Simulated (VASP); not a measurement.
Input of a VASP 6.6.1 run:

INCAR

```
SYSTEM = Te
PREC = Accurate ; ENCUT = 520
EDIFF = 1E-7 ; ISMEAR = 0
SIGMA = 0.1 ; LREAL = Auto
LASPH = .TRUE. ; NELM = 60
ALGO = Fast ; ISIF = 2
LWAVE = .FALSE. ; LCHARG = .TRUE.
GGA = PE ; LELF = .TRUE.
LVHAR = .TRUE. ; NBANDS = 76
```

The input KPOINTS:

```
Automatic mesh
0
G
  4 4 4
  0 0 0
```

The input POSCAR:

```
Te
1.0
   -6.7967353584      3.9240969887     -5.5385641135
    9.0623138112      2.6160646592     -1.8461880378
    2.2655784528     -9.1562263072     -1.8461880377
Te
20
Direct
    0.4889739176      0.8291973448      0.1777939635
    0.4889739176      0.5111272969      0.4958640115
    0.2261921339      0.2510329005      0.5916373382
    0.9285714286      0.0238095238      0.6904761905
    0.3681689396      0.2184217028      0.2031584174
    0.0584425096      0.9858666349      0.3039961380
    0.4285714286      0.0238095238      0.6904761905
    0.2261921339      0.9249706715      0.9176995671
    0.0584425096      0.6373294713      0.6525333016
    0.7987003476      0.4102895763      0.7284190794
    0.2047398115      0.6009218341      0.2675885007
    0.9285714286      0.3601276860      0.3541580283
    0.6309507233      0.1226483761      0.4632528138
    0.3681689396      0.5364917508      0.8850883695
    0.0919246670      0.3024256839      0.9690923506
    0.7987003476      0.0617524127      0.0769562430
    0.6309507233      0.7965861471      0.7893150428
    0.7652181901      0.7451933637      0.4118600304
    0.9285714286      0.6874913616      0.0267943526
    0.6524030457      0.4466972136      0.1133638802
```

Potentials or basis: VASP PAW PBE potentials, release 64 (Te).

Launch:

```console
$ cat potpaw_PBE.64/Te/POTCAR > POTCAR
$ mpirun -np 1 vasp_std > vasp.out
```

(1) Predict the band gap on the k mesh.

(2) Estimate the pressure.

(3) Predict the largest force.

Answers

(1) zero (bands 60 and 61 overlap by 0.86 eV).

(2) -0.7 GPa.

(3) 0.010 eV/Å.

Caveat: the cell differs from its parent crystal (atoms taken out, then relaxed in part); spin-orbit coupling is left out, which moves the levels of the heavy elements.
